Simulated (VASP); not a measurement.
A run of VASP 6.6.1 is set up as follows.

The input INCAR:

```
SYSTEM = Ir
  ALGO = Normal
  EDIFF = 1E-6
  ENCUT = 500
  GGA = PE
  GGA_COMPAT = .FALSE.
  ISIF = 2
  ISMEAR = -1
  LASPH = .TRUE.
  LCHARG = .FALSE.
  LREAL = .FALSE.
  LWAVE = .FALSE.
  NBANDS = 10
  NELM = 120
  PREC = Accurate
  SIGMA = 0.1
```

Contents of KPOINTS:

```
k-points
0
G
  11 11 11
  0 0 0
```

POSCAR

```
Ir
1.0
    2.7388153619      0.0000000000      0.0000000000
    1.3694076810      2.3718836797      0.0000000000
    1.3694076810      0.7906278932      2.2362333788
Ir
1
Direct
    0.0000000000      0.0000000000      0.0000000000
```

Potentials or basis: VASP PAW PBE potentials, release 64 (Ir).

Command:

```console
$ cat potpaw_PBE.64/Ir/POTCAR > POTCAR
$ mpirun -np 1 vasp_std > vasp.out
```

What does it give for the pressure?

0.5 GPa.

What does it give for the band gap on the k mesh?

Zero (an odd number of electrons rules out a gap without spin polarisation).

Caveat: spin-orbit coupling is left out, which moves the levels of the heavy elements.
